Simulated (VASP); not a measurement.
# SnSe2 (P4/mmm) in VASP: notebook, part 2 of 2

VASP 6.6.1. Earlier steps stand in the parts before.

## 3. Relaxation of cell and atoms, PBE

This run uses another cell than the first one, of 32.49 Å³/atom.

INCAR

```
ALGO = Normal
EDIFF = 1E-6
EDIFFG = -0.04
ENCUT = 600
GGA = PE
IBRION = 2
ISIF = 3
ISMEAR = 0
LASPH = T
LCHARG = F
LREAL = F
LWAVE = F
NELM = 100
NSW = 90
PREC = Accurate
SIGMA = 0.1
```

KPOINTS

```
k-points
0
Gamma
  4 4 4
```

POSCAR

```
SnSe2
1.0
    3.9720407300      0.0000000000      0.0000000000
    0.0000000000      3.9720407300      0.0000000000
    0.0000000000      0.0000000000      6.1782552200
Sn Se
1 2
Direct
    0.0000000000      0.0000000000      0.0000000000
    0.0000000000      0.0000000000      0.6707556800
    0.0000000000      0.0000000000      0.3292443200
```

Potentials or basis: VASP PAW PBE potentials, release 64 (Sn_d, Se).

Command:

```sh
$ cat potpaw_PBE.64/Sn_d/POTCAR potpaw_PBE.64/Se/POTCAR > POTCAR
$ mpirun -np 1 vasp_std > vasp.out
```

It took 6.9 min on 1 thread of Intel Xeon 6975P-C (Granite Rapids), shared host; peak memory 0.25 GiB.

It converged, with:

| Item | Value |
| --- | --- |
| Free energy | -11.1052 eV |
| Relaxed volume | 24.53 Å³/atom |
| Relaxed cell | a = 2.971 Å, b = 2.971 Å, c = 8.338 Å, α = 90.00°, β = 90.00°, γ = 90.00° |
| Space group after relaxing (to 0.1 Å) | P4/mmm (No. 123) |
| Energy gained by relaxing | 2380.2 meV/atom |
| Ionic steps | 41 |
| Pressure after relaxing | 0.1 GPa |
| Largest force after relaxing | 0.033 eV/Å |
| Band gap on the k mesh | zero (bands 13 and 14 overlap by 3.42 eV) |

Forces in eV/Å, atoms in the order of the input:
```
Sn   0.000  0.000  0.000
Se   0.000  0.000  0.033
Se   0.000  0.000 -0.033
```

The path:
```tsv
step	energy change (eV)	largest force (eV/Å)	pressure (GPa)	volume (Å³)
1	0.0000	5.5151	35.84	97.47
3	-1.9627	1.4337	-6.21	184.38
5	-4.9776	0.4370	-5.37	135.13
7	-5.4097	0.9263	-2.65	125.77
9	-5.4397	1.3238	-1.43	123.31
11	-5.6018	0.1737	-3.69	116.41
13	-5.7838	0.5226	-1.08	102.66
15	-5.8123	0.5681	-0.54	98.89
17	-6.1834	0.6539	0.50	82.72
19	-6.3713	1.6740	2.78	76.78
21	-6.4844	2.8104	8.24	69.66
23	-6.5073	2.9339	9.35	68.50
25	-6.5128	2.9575	10.15	67.60
27	-6.5603	2.8061	9.57	67.82
29	-6.7391	2.2086	7.18	68.82
31	-7.0284	0.7215	1.02	72.81
33	-7.0312	0.6399	0.47	73.33
35	-7.0563	0.5861	0.03	73.70
37	-7.0974	0.3796	-1.30	75.36
39	-7.1159	0.3363	-0.83	74.56
41	-7.1406	0.0331	0.14	73.60
```

Final structure:
```cif
data_structure
_symmetry_space_group_name_H-M 'P 1'
_symmetry_Int_Tables_number 1
_cell_length_a 2.9711
_cell_length_b 2.9711
_cell_length_c 8.3378
_cell_angle_alpha 90.000
_cell_angle_beta 90.000
_cell_angle_gamma 90.000
_cell_volume 73.60
loop_
_atom_site_label
_atom_site_type_symbol
_atom_site_fract_x
_atom_site_fract_y
_atom_site_fract_z
_atom_site_occupancy
Sn1 Sn 0.00000 0.00000 0.00000 1
Se1 Se 0.00000 0.00000 0.67155 1
Se2 Se 0.00000 0.00000 0.32845 1
```

Levels at points of the mesh, in eV from the Fermi level:
| k point | band 9 | band 10 | band 11 | band 12 | band 13 | band 14 | band 15 | band 16 | band 17 |
| --- | --- | --- | --- | --- | --- | --- | --- | --- | --- |
| (0.00, 0.00, 0.00) | -3.53 | -3.43 | 1.76 | 1.76 | 2.50 | 2.50 | 4.49 | 7.12 | 7.97 |
| (0.50, 0.00, 0.00) | -5.45 | -4.16 | -3.32 | -1.67 | -1.57 | 2.86 | 3.52 | 5.35 | 5.80 |
| (0.50, 0.50, 0.00) | -3.69 | -3.69 | -2.67 | -2.67 | -0.92 | -0.92 | -0.05 | 0.80 | 3.33 |
| (0.00, 0.00, 0.50) | -5.71 | 0.09 | 1.78 | 1.85 | 1.85 | 2.37 | 2.37 | 7.26 | 7.26 |
| (0.50, 0.00, 0.50) | -5.01 | -5.01 | -4.03 | -2.76 | 1.66 | 2.92 | 3.44 | 3.72 | 4.24 |
| (0.50, 0.50, 0.50) | -3.44 | -3.11 | -3.11 | -2.85 | -2.57 | -0.62 | -0.62 | 3.49 | 3.53 |

Caveat: the k points lie up to 0.53 Å⁻¹ apart in the final cell, too coarse for converged energies and pressures of a metal; the volume moved by over 15 % at a fixed basis, so the end points are rough; spin-orbit coupling is left out, which moves the levels of the heavy elements.

## 4. Single point, PBE

This run uses another cell than the first one, of 26.40 Å³/atom.

INCAR

```
SYSTEM = SnSe2
ALGO = Normal
EDIFF = 1E-7
ENCUT = 520
GGA = PE
ISIF = 2
ISMEAR = 0
LASPH = .TRUE.
LCHARG = .FALSE.
LREAL = .FALSE.
LWAVE = .FALSE.
NBANDS = 20
NELM = 100
PREC = Accurate
SIGMA = 0.1
```

KPOINTS

```
k-points
0
G
  16 16 6
  0 0 0
```

POSCAR

```
SnSe2
1.0
    2.8919259493      0.0000000000      0.0000000000
    0.0000000000      2.8919259493      0.0000000000
    0.0000000000      0.0000000000      9.4695623421
Sn Se
1 2
Direct
    0.0000000000      0.0000000000      0.0000000000
    0.0000000000      0.0000000000      0.6944330750
    0.0000000000      0.0000000000      0.3055669250
```

Command:

```sh
$ cat potpaw_PBE.64/Sn_d/POTCAR potpaw_PBE.64/Se/POTCAR > POTCAR
$ mpirun -np 1 vasp_std > vasp.out
```

Wall time 98 s (1 thread of Intel Xeon 6975P-C (Granite Rapids), shared host); peak memory 0.39 GiB.

It converged, with:

```
Free energy            : -10.6861 eV
Pressure               : 0.0 GPa
Band gap on the k mesh : zero (bands 13 and 14 overlap by 4.22 eV)
```

Forces in eV/Å, atoms in the order of the input:
```
Sn   0.000  0.000  0.000
Se   0.000  0.000 -0.002
Se   0.000  0.000  0.002
```

Levels at points of the mesh, in eV from the Fermi level:
```csv
k point,band 10,band 11,band 12,band 13,band 14,band 15,band 16,band 17
"(0.00, 0.00, 0.00)",-3.38,2.03,2.03,2.10,2.19,2.19,6.63,7.84
"(0.50, 0.00, 0.00)",-5.28,-3.66,-2.39,-1.25,3.28,3.39,4.42,4.56
"(0.50, 0.50, 0.00)",-3.60,-3.60,-2.72,-0.93,-0.93,-0.60,1.22,3.41
"(0.00, 0.00, 0.50)",-2.00,0.71,2.08,2.08,2.14,2.14,7.86,7.86
"(0.50, 0.00, 0.50)",-5.48,-3.57,-3.10,-0.14,3.31,3.36,3.56,3.63
"(0.50, 0.50, 0.50)",-3.75,-3.75,-2.49,-1.28,-0.89,-0.89,2.02,3.50
```

Caveat: spin-orbit coupling is left out, which moves the levels of the heavy elements; this functional lacks dispersion, which binds the layers, so the pressure and a relaxed spacing across them are unreliable.

## 5. Relaxation of cell and atoms, PBE

This run uses another cell than the first one, of 25.55 Å³/atom.

INCAR

```
SYSTEM = SnSe2
ALGO = Normal
EDIFF = 1E-6
EDIFFG = -0.01
ENCUT = 600
GGA = PE
IBRION = 2
ISIF = 3
ISMEAR = 0
LASPH = .True.
LCHARG = .False.
LREAL = .False.
LWAVE = .False.
NELM = 80
NSW = 100
PREC = Accurate
SIGMA = 0.1
```

KPOINTS

```
k-points
0
Gamma
  16 16 6
  0 0 0
```

POSCAR

```
SnSe2
1.0
    3.0439828759      0.0000000000      0.0000000000
    0.0000000000      3.0439828759      0.0000000000
    0.0000000000      0.0000000000      8.2733353522
Sn Se
1 2
Direct
    0.0000000000      0.0000000000      0.0000000000
    0.0000000000      0.0000000000      0.6566387056
    0.0000000000      0.0000000000      0.3433612944
```

Command:

```sh
$ cat potpaw_PBE.64/Sn_d/POTCAR potpaw_PBE.64/Se/POTCAR > POTCAR
$ mpirun -np 1 vasp_std > vasp.out
```

Wall time 21 min (1 thread of Intel Xeon 6975P-C (Granite Rapids), shared host); peak memory 0.47 GiB.

Results (log left out):

* Free energy: -10.6854 eV
* Relaxed volume: 26.30 Å³/atom
* Relaxed cell: a = 2.892 Å, b = 2.892 Å, c = 9.436 Å, α = 90.00°, β = 90.00°, γ = 90.00°
* Space group after relaxing (to 0.1 Å): P4/mmm (No. 123)
* Energy gained by relaxing: 105.8 meV/atom
* Ionic steps: 24
* Pressure after relaxing: 0.0 GPa
* Band gap on the k mesh: zero (bands 13 and 14 overlap by 4.22 eV)

Step by step:
| step | energy change (eV) | largest force (eV/Å) | pressure (GPa) | volume (Å³) |
| --- | --- | --- | --- | --- |
| 1 | 0.0000 | 0.5627 | -0.11 | 76.66 |
| 2 | -0.1594 | 0.5119 | -1.04 | 76.32 |
| 3 | -0.1697 | 0.5328 | -0.85 | 76.12 |
| 4 | -0.1697 | 0.5287 | -0.88 | 76.15 |
| 5 | -0.2028 | 0.4607 | 0.38 | 74.50 |
| 6 | -0.2164 | 0.3170 | 2.42 | 72.39 |
| 7 | -0.2319 | 0.2378 | 2.29 | 72.69 |
| 8 | -0.2575 | 0.0342 | 2.04 | 73.58 |
| 9 | -0.2812 | 0.0494 | 0.72 | 75.22 |
| 10 | -0.2899 | 0.1773 | -1.21 | 78.11 |
| 11 | -0.2913 | 0.1453 | -0.76 | 77.36 |
| 12 | -0.2978 | 0.1680 | -0.50 | 77.23 |
| 13 | -0.3015 | 0.2007 | -0.07 | 77.01 |
| 14 | -0.3051 | 0.1569 | 0.18 | 76.86 |
| 15 | -0.3090 | 0.0623 | 0.72 | 76.53 |
| 16 | -0.3122 | 0.0446 | 0.26 | 77.26 |
| 17 | -0.3131 | 0.0276 | -0.20 | 78.05 |
| 18 | -0.3131 | 0.0309 | -0.10 | 77.90 |
| 19 | -0.3144 | 0.0408 | -0.18 | 78.18 |
| 20 | -0.3157 | 0.0732 | -0.36 | 79.01 |
| 21 | -0.3166 | 0.0527 | -0.14 | 78.90 |
| 22 | -0.3169 | 0.0344 | 0.08 | 78.81 |
| 23 | -0.3174 | 0.0099 | 0.05 | 78.88 |
| 24 | -0.3174 | 0.0015 | 0.03 | 78.90 |

Final structure:
```cif
data_structure
_symmetry_space_group_name_H-M 'P 1'
_symmetry_Int_Tables_number 1
_cell_length_a 2.8916
_cell_length_b 2.8916
_cell_length_c 9.4363
_cell_angle_alpha 90.000
_cell_angle_beta 90.000
_cell_angle_gamma 90.000
_cell_volume 78.90
loop_
_atom_site_label
_atom_site_type_symbol
_atom_site_fract_x
_atom_site_fract_y
_atom_site_fract_z
_atom_site_occupancy
Sn1 Sn 0.00000 0.00000 0.00000 1
Se1 Se 0.00000 0.00000 0.69336 1
Se2 Se 0.00000 0.00000 0.30664 1
```

Levels at points of the mesh, in eV from the Fermi level:
| k point | band 11 | band 12 | band 13 | band 14 | band 15 | band 16 |
| --- | --- | --- | --- | --- | --- | --- |
| (0.00, 0.00, 0.00) | 2.02 | 2.02 | 2.12 | 2.18 | 2.18 | 6.69 |
| (0.50, 0.00, 0.00) | -3.66 | -2.38 | -1.28 | 3.27 | 3.39 | 4.42 |
| (0.50, 0.50, 0.00) | -3.60 | -2.73 | -0.93 | -0.93 | -0.59 | 1.19 |
| (0.00, 0.00, 0.50) | 0.70 | 2.07 | 2.07 | 2.14 | 2.14 | 7.86 |
| (0.50, 0.00, 0.50) | -3.58 | -3.13 | -0.12 | 3.30 | 3.36 | 3.55 |
| (0.50, 0.50, 0.50) | -3.76 | -2.48 | -1.31 | -0.89 | -0.89 | 2.03 |

Caveat: spin-orbit coupling is left out, which moves the levels of the heavy elements; this functional lacks dispersion, which binds the layers, so the pressure and a relaxed spacing across them are unreliable.

## 6. Overview

| task | cell | k mesh | cutoff (eV) | gap on the mesh (eV) | pressure (GPa) | relaxed volume (Å³/atom) | largest force (eV/Å) |
| --- | --- | --- | --- | --- | --- | --- | --- |
| relaxation of cell and atoms | relaxed from a = 2.974, b = 2.974, c = 8.352 Å, 3 atoms, atomic positions A | 6 × 6 × 2 | 600 | none | 0.0 | 25.57 | 0.02 |
| relaxation of cell and atoms | relaxed from a = 3.972, b = 3.972, c = 6.178 Å, 3 atoms, atomic positions B | 4 × 4 × 4 | 600 | none | 0.1 | 24.53 | 0.03 |
| single point | a = 2.892, b = 2.892, c = 9.470 Å, 3 atoms, atomic positions C | 16 × 16 × 6 | 520 | none | 0.0 | - | - |
| relaxation of cell and atoms | relaxed from a = 3.044, b = 3.044, c = 8.273 Å, 3 atoms, atomic positions D | 16 × 16 × 6 | 600 | none | 0.0 | 26.30 | - |

Alike in all rows: level PBE; potentials or basis VASP PAW PBE potentials, release 64 (Sn_d, Se); no spin polarisation; smearing gaussian 0.1 eV.

Caveats: some runs use coarse meshes; spin-orbit coupling is left out, which moves the levels of the heavy elements; this functional lacks dispersion, which binds the layers, so the pressure and a relaxed spacing across them are unreliable (at least some runs); the volume moved by over 15 % at a fixed basis, so the end points are rough (at least some runs).

Absolute energies hang on the potentials; compare differences alone.
